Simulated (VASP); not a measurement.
# PbS (I4/mmm) in VASP: further runs

The runs below take PbS through single point, with PBE.

Program: VASP 6.6.1. These are calculated values, not measurements. Logs are shortened: lines on timing, memory, paths and dates and some standing lists are left out, and cuts for length are marked.

## (1) The cell of the first run

Symmetry: I4/mmm, No. 139, tetragonal system. The conventional cell has a = 4.130 Å, b = 4.130 Å, c = 6.108 Å, α = 90.00°, β = 90.00°, γ = 90.00°. Within 3.8 Å of Pb (site symmetry 4/mmm) lie 6 S at 2.92 to 3.05 Å. S (site symmetry 4/mmm) has 6 Pb at 2.92 to 3.05 Å within 3.8 Å.

## (2) Single point, PBE (strain -0.015 along x and y, +0.030 along z)

INCAR

```
ALGO     = Normal         # electronic algorithm
EDIFF    = 1E-7           # SCF threshold, eV
ENCUT    = 520            # plane-wave cutoff, eV
GGA      = PE             # functional
ISIF     = 2              # what is computed and relaxed
ISMEAR   = 0              # smearing method
LASPH    = T              # aspherical terms in the spheres
LCHARG   = F              # write CHGCAR
LREAL    = F              # projectors in reciprocal space
LWAVE    = F              # write WAVECAR
NBANDS   = 17             # bands
NELM     = 80             # most SCF steps
PREC     = Accurate       # precision mode
SIGMA    = 0.03           # smearing width, eV
```

KPOINTS

```
k-points
0
Gamma
  10 10 10
```

POSCAR

```
PbS
1.0
    0.0000000000      2.9205250000      3.0539500000
    2.9205250000      0.0000000000      3.0539500000
    2.9205250000      2.9205250000      0.0000000000
Pb S
1 1
Direct
    0.0000000000      0.0000000000      0.0000000000
    0.5000000000      0.5000000000      0.5000000000
```

Potentials or basis: VASP PAW PBE potentials, release 64 (Pb_d, S).

Launch:

```
> cat potpaw_PBE.64/Pb_d/POTCAR potpaw_PBE.64/S/POTCAR > POTCAR
> mpirun -np 1 vasp_std > vasp.out
```

OUTCAR:

```text
EDIFF = 1E-7
   ENCUT = 520
   GGA = PE
   ISIF = 2
   ISMEAR = 0
   LASPH = T
   LREAL = F
   NELM = 80
   PREC = Accurate

 ion  position               nearest neighbor table
   1  0.000  0.000  0.000-   2 2.92   2 2.92   2 2.92   2 2.92   2 3.05   2 3.05
   2  0.500  0.500  0.500-   1 2.92   1 2.92   1 2.92   1 2.92   1 3.05   1 3.05

  LATTYP: Found a body centered tetragonal cell.
 ALAT       =     4.1302460642
 C/A-ratio  =     1.4788223038

  Lattice vectors:

 A1 = (  -2.9205250000,   0.0000000000,   3.0539500000)
 A2 = (   2.9205250000,   0.0000000000,   3.0539500000)
 A3 = (   0.0000000000,   2.9205250000,  -3.0539500000)

Analysis of symmetry for initial positions (statically):
=====================================================================
 Subroutine PRICEL returns:
 Original cell was already a primitive cell.

 Routine SETGRP: Setting up the symmetry group for a
 body centered tetragonal supercell.

 Subroutine GETGRP returns: Found 16 space group operations
 (whereof 16 operations were pure point group operations)
 out of a pool of 16 trial point group operations.

The static configuration has the point symmetry D_4h.

Analysis of symmetry for dynamics (positions and initial velocities):
=====================================================================
 Subroutine PRICEL returns:
 Original cell was already a primitive cell.

 Routine SETGRP: Setting up the symmetry group for a
 body centered tetragonal supercell.

 Subroutine GETGRP returns: Found 16 space group operations
 (whereof 16 operations were pure point group operations)
 out of a pool of 16 trial point group operations.

The dynamic configuration has the point symmetry D_4h.

 Subroutine INISYM returns: Found 16 space group operations
 (whereof 16 operations are pure point group operations),
 and found     1 'primitive' translations

----------------------------------------------------------------------------------------

                                     Primitive cell

  volume of cell :      52.0971

  direct lattice vectors                    reciprocal lattice vectors
     0.000000000  2.920525000  3.053950000    -0.171202096  0.171202096  0.163722392
     2.920525000  0.000000000  3.053950000     0.171202096 -0.171202096  0.163722392
     2.920525000  2.920525000  0.000000000     0.171202096  0.171202096 -0.163722392

  length of vectors
     4.225645143  4.225645143  4.130246064     0.292276131  0.292276131  0.292276131

  position of ions in fractional coordinates (direct lattice)
     0.000000000  0.000000000  0.000000000
     0.500000000  0.500000000  0.500000000

  ion indices of the primitive-cell ions
   primitive index   ion index
                 1           1
                 2           2

----------------------------------------------------------------------------------------

 KPOINTS: k-points

Automatic generation of k-mesh.
 Grid dimensions read from file:
 generate k-points for:   10   10   10

 Generating k-lattice:

  Cartesian coordinates                     Fractional coordinates (reciprocal lattice)
    -0.017120210  0.017120210  0.016372239     0.100000000 -0.000000000  0.000000000
     0.017120210 -0.017120210  0.016372239    -0.000000000  0.100000000  0.000000000
     0.017120210  0.017120210 -0.016372239     0.000000000  0.000000000  0.100000000

  Length of vectors
     0.029227613  0.029227613  0.029227613

  Shift w.r.t. Gamma in fractional coordinates (k-lattice)
     0.000000000  0.000000000  0.000000000

 Subroutine IBZKPT returns following result:
 ===========================================

 Found    102 irreducible k-points:

 Following reciprocal coordinates:
            Coordinates               Weight
  0.000000  0.000000  0.000000      1.000000
  0.100000 -0.000000  0.000000      8.000000
  0.200000 -0.000000  0.000000      8.000000
  0.300000 -0.000000  0.000000      8.000000
  0.400000 -0.000000  0.000000      8.000000
  0.500000 -0.000000  0.000000      4.000000
[... 16 lines left out ...]
  0.300000  0.300000  0.000000      2.000000
  0.400000  0.300000  0.000000      8.000000
 [... further k-points ...]
   k-points           NKPTS =    102   k-points in BZ     NKDIM =    102   number of bands    NBANDS=     17
   number of dos      NEDOS =    301   number of ions     NIONS =      2
   total plane-waves  NPLWV =  32768
   dimension x,y,z NGX =    32 NGY =   32 NGZ =   32
   dimension x,y,z NGXF=    64 NGYF=   64 NGZF=   64
   ions per type =               1   1
   NGX,Y,Z   is equivalent  to a cutoff of  12.59, 12.59, 12.88 a.u.
   NGXF,Y,Z  is equivalent  to a cutoff of  25.18, 25.18, 25.76 a.u.
 SYSTEM =  unknown system
   PREC   = accura    normal or accurate (medium, high low for compatibility)
   ISTART =      0    job   : 0-new  1-cont  2-samecut
   ICHARG =      2    charge: 1-file 2-atom 10-const
   ISPIN  =      1    spin polarized calculation?
   LNONCOLLINEAR =      F non collinear calculations
   LSORBIT =      F    spin-orbit coupling
   LASPH  =      T    aspherical Exc in radial PAW
   ENCUT  =  520.0 eV  38.22 Ry    6.18 a.u.   7.86  7.86  7.68*2*pi/ulx,y,z
   NELM   =     80;   NELMIN=  2; NELMDL= -5     # of ELM steps
   EDIFF  = 0.1E-06   stopping-criterion for ELM
   LREAL  =      F    real-space projection
   EDIFFG = 0.1E-05   stopping-criterion for IOM
   NSW    =      0    number of steps for IOM
   IBRION =     -1    ionic relax: 0-MD 1-quasi-New 2-CG
   NFREE  =      0    steps in history (QN), initial steepest desc. (CG)
   ISIF   =      2    stress and relaxation
   ISYM   =      2    0-nonsym 1-usesym 2-fastsym
   POTIM  = 0.5000    time-step for ionic-motion
   TEBEG  =    0.0;   TEEND  =   0.0 temperature during run
   PSTRESS=    0.0 pullay stress
   NELECT =      20.0000    total number of electrons
   NUPDOWN=      -1.0000    fix difference up-down
   EMIN   =  10.00;   EMAX   =-10.00  energy-range for DOS
   EFERMI =   0.00;   METHOD = LEGACY
   ISMEAR =     0;   SIGMA  =   0.03  broadening in eV -4-tet -1-fermi 0-gaus
   EFERMI_NEDOS =   21; number of points for ismear=-14 and -15
   IALGO  =     38    algorithm
   IMIX   =      4    mixing-type and parameters
     AMIX     =   0.40;   BMIX     =  1.00
     AMIX_MAG =   1.60;   BMIX_MAG =  1.00
  volume/ion in A,a.u.               =      26.05       175.78
  Fermi-wavevector in a.u.,A,eV,Ry     =   1.189817  2.248428 19.261291  1.415665
  Thomas-Fermi vector in A             =   2.325916
   LORBIT       =      0    0 simple, 1 ext, 2 COOP (PROOUT), +10 PAW based schemes
   GGA     = PE    functional components
   LHFCALC =     F    Hartree Fock is set to
   AEXX    =    0.0000 exact exchange contribution
   IVDW    =     0    specifies the selected vdW correction
   LEPSILON=     F    determine dielectric tensor
   LRPA    =     F    only Hartree local field effects (RPA)
 non-spin polarized calculation
 Gauss-broadening in eV      SIGMA  =   0.03
  energy-cutoff  :      520.00
  volume of cell :       52.10
 maximum number of plane-waves:      1428
   NGX = 15   NGY = 15   NGZ = 15

 number of electron      19.9999998 magnetization

 Free energy of the ion-electron system (eV)
  ---------------------------------------------------
  ext. energy  EPLUGINS =         0.00000000
  ---------------------------------------------------
  free energy    TOTEN  =        -8.72755728 eV

  energy without entropy =       -8.72755728  energy(sigma->0) =       -8.72755728

 E-fermi :   6.0226     XC(G=0):  -9.6856

 val. band max:        5.8829025227   @ k =   0.5000  -0.0000   0.0000
 cond. band min:       6.1910028832   @ k =   0.5000  -0.0000   0.0000
 fundamental gap:      0.3081003605
 Fermi energy:         6.0225934527

 k-point     1 :       0.0000    0.0000    0.0000
  band No.  band energies     occupation
      1     -10.9878      2.00000
      2     -10.9868      2.00000
      3     -10.9868      2.00000
      4     -10.9758      2.00000
      5     -10.9510      2.00000
      6      -7.7756      2.00000
[... 9 lines left out ...]
     16      12.6709      0.00000
     17      14.1960      0.00000

 k-point     2 :       0.1000   -0.0000    0.0000
  band No.  band energies     occupation
      1     -10.9895      2.00000
      2     -10.9856      2.00000
      3     -10.9843      2.00000
      4     -10.9723      2.00000
      5     -10.9533      2.00000
      6      -7.6899      2.00000
[... 9 lines left out ...]
     16      12.9082      0.00000
     17      14.8586      0.00000

 k-point     3 :       0.2000   -0.0000    0.0000
  band No.  band energies     occupation
      1     -10.9952      2.00000
      2     -10.9837      2.00000
      3     -10.9805      2.00000
      4     -10.9603      2.00000
      5     -10.9560      2.00000
      6      -7.4440      2.00000
[... 9 lines left out ...]
     16      13.4469      0.00000
     17      16.2877      0.00000

 k-point     4 :       0.3000   -0.0000    0.0000
  band No.  band energies     occupation
      1     -11.0028      2.00000
      2     -10.9842      2.00000
      3     -10.9826      2.00000
      4     -10.9509      2.00000
      5     -10.9441      2.00000
      6      -7.0805      2.00000
[... 9 lines left out ...]
     16      14.2721      0.00000
     17      17.8154      0.00000
[... 343 lines left out ...]
      1     -11.0030      2.00000
      2     -10.9849      2.00000
      3     -10.9758      2.00000
      4     -10.9660      2.00000
      5     -10.9350      2.00000
      6      -6.9275      2.00000
[... 9 lines left out ...]
     16      15.1543      0.00000
     17      15.9829      0.00000

 k-point    23 :       0.3000    0.3000    0.0000
  band No.  band energies     occupation
      1     -11.0689      2.00000
      2     -10.9904      2.00000
      3     -10.9510      2.00000
      4     -10.9510      2.00000
      5     -10.9372      2.00000
      6      -6.9031      2.00000
[... 9 lines left out ...]
     16      16.5430      0.00000
     17      16.5431      0.00000

 k-point    24 :       0.4000    0.3000    0.0000
  band No.  band energies     occupation
      1     -11.0847      2.00000
      2     -10.9894      2.00000
      3     -10.9479      2.00000
      4     -10.9456      2.00000
      5     -10.9339      2.00000
      6      -6.6338      2.00000
[... 9 lines left out ...]
     16      16.8829      0.00000
     17      17.4362      0.00000

 [... further k-points ...]
[... 5 lines left out ...]
  --------------------------------------------------------------------------------------
  -------------------------------------------------------------------------------------
  Total        1.4227734      1.4227734     -0.3414176      0.0000000     -0.0000000      0.0000000
  in kB       43.7554898     43.7554898    -10.4998415      0.0000000     -0.0000000      0.0000000
  external PRESSURE =      25.6703794 kB  Pullay stress =       0.0000000 kB

 VOLUME and BASIS-vectors are now :
 -----------------------------------------------------------------------------
  energy-cutoff  :      520.00
  volume of cell :       52.10
      direct lattice vectors                 reciprocal lattice vectors
     0.000000000  2.920525000  3.053950000    -0.171202096  0.171202096  0.163722392
     2.920525000  0.000000000  3.053950000     0.171202096 -0.171202096  0.163722392
     2.920525000  2.920525000  0.000000000     0.171202096  0.171202096 -0.163722392

 POSITION                                       TOTAL-FORCE (eV/Angst)
 -----------------------------------------------------------------------------------
      0.00000      0.00000      0.00000         0.000000     -0.000000      0.000000
      2.92053      2.92053      3.05395        -0.000000      0.000000     -0.000000
 -----------------------------------------------------------------------------------
    total drift:                                0.000000     -0.000000     -0.000000

  FREE ENERGIE OF THE ION-ELECTRON SYSTEM (eV)
  ---------------------------------------------------
  free  energy   TOTEN  =        -8.7275572789 eV

  energy  without entropy=       -8.7275572789  energy(sigma->0) =       -8.72755728
```

It took 63 s on 1 thread of AMD EPYC 9R45 (Zen 5), shared host; peak memory 0.19 GiB.

Results:

```yaml
Free_energy: -8.7276 eV
Pressure: 2.6 GPa
Band_gap_on_the_k_mesh: 0.31 eV, direct
```

Stress tensor (GPa, compression positive):
```
 4.38  0.00  0.00
 0.00  4.38  0.00
 0.00  0.00 -1.05
```

Levels at points of the mesh, in eV from the valence-band top:
```tsv
k point	band 8	band 9	band 10	band 11	band 12	band 13
(0.00, 0.00, 0.00)	-2.34	-2.34	-2.00	4.55	5.52	5.52
(0.50, 0.00, 0.00)	-1.89	-1.78	0.00	0.31	1.81	2.05
(0.50, 0.50, 0.00)	-5.20	-3.44	-3.44	3.94	5.20	5.84
(0.50, 0.00, 0.50)	-5.29	-3.75	-3.30	3.77	5.10	5.72
```

Caveat: the cell differs from its parent crystal (strain -0.015 along x and y, +0.030 along z); spin-orbit coupling is left out, which moves the levels of the heavy elements.

## (3) Single point, PBE (strain +0.000 along x and y, +0.015 along z)

INCAR

```
SYSTEM = PbS
ALGO     = Normal         ! electronic algorithm
EDIFF    = 1E-6           ! SCF threshold, eV
ENCUT    = 520            ! plane-wave cutoff, eV
GGA      = PE             ! functional
ISIF     = 2              ! what is computed and relaxed
ISMEAR   = 0              ! smearing method
LASPH    = .True.         ! aspherical terms in the spheres
LCHARG   = .False.        ! write CHGCAR
LREAL    = .False.        ! projectors in reciprocal space
LWAVE    = .False.        ! write WAVECAR
NBANDS   = 17             ! bands
NELM     = 60             ! most SCF steps
PREC     = Accurate       ! precision mode
SIGMA    = 0.03           ! smearing width, eV
```

KPOINTS

```
k-points
0
Gamma
  10 10 10
  0 0 0
```

POSCAR

```
PbS
1.0
    0.0000000000      2.9650000000      3.0094750000
    2.9650000000      0.0000000000      3.0094750000
    2.9650000000      2.9650000000      0.0000000000
Pb S
1 1
Direct
    0.0000000000      0.0000000000      0.0000000000
    0.5000000000      0.5000000000      0.5000000000
```

Potentials or basis: VASP PAW PBE potentials, release 64 (Pb_d, S).

Launch:

```
> cat potpaw_PBE.64/Pb_d/POTCAR potpaw_PBE.64/S/POTCAR > POTCAR
> mpirun -np 1 vasp_std > vasp.out
```

It took 60 s on 1 thread of AMD EPYC 9R45 (Zen 5), shared host; peak memory 0.19 GiB.

The run converged. Its results:

```
Free energy            : -8.7610 eV
Pressure               : 1.3 GPa
Band gap on the k mesh : 0.41 eV, direct
```

Stress tensor (GPa, compression positive):
```
1.92 0.00 0.00
0.00 1.92 0.00
0.00 0.00 0.15
```

Levels at points of the mesh, in eV from the valence-band top:
| k point | band 8 | band 9 | band 10 | band 11 | band 12 | band 13 |
| --- | --- | --- | --- | --- | --- | --- |
| (0.00, 0.00, 0.00) | -2.13 | -2.13 | -2.02 | 4.96 | 5.29 | 5.29 |
| (0.50, 0.00, 0.00) | -1.73 | -1.70 | 0.00 | 0.41 | 1.96 | 2.05 |
| (0.50, 0.50, 0.00) | -5.05 | -3.32 | -3.32 | 3.98 | 5.43 | 5.70 |
| (0.50, 0.00, 0.50) | -5.08 | -3.42 | -3.27 | 3.92 | 5.45 | 5.60 |

Caveat: the cell differs from its parent crystal (strain +0.000 along x and y, +0.015 along z); spin-orbit coupling is left out, which moves the levels of the heavy elements.
